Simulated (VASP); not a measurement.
Crystal: Rh.

```
Rh
1.0
     0.00000    1.85370    1.85370
     1.85370    0.00000    1.85370
     1.85370    1.85370    0.00000
Rh
1
Direct
  0.00000 0.00000 0.00000
```

Base run:

```yaml
Program: VASP 6.6.1
Functional: LDA
Potentials_or_basis: VASP PAW LDA potentials, release 64 (Rh_sv_GW)
Cutoff: 530 eV
k_mesh: 18 × 18 × 18
Occupations: gaussian, width 0.05 eV
Spin: no spin polarisation
```

Its results: pressure 11.0 GPa.

**Question.** The run is repeated on the same cell with these changes: potentials or basis from VASP PAW LDA potentials, release 64 (Rh_sv_GW) to VASP PAW LDA potentials, release 64 (Rh_pv); cutoff from 530 eV to 520 eV; valence electrons from 17 to 15. What comes out?

**Answer.** Pressure 14.0 GPa.
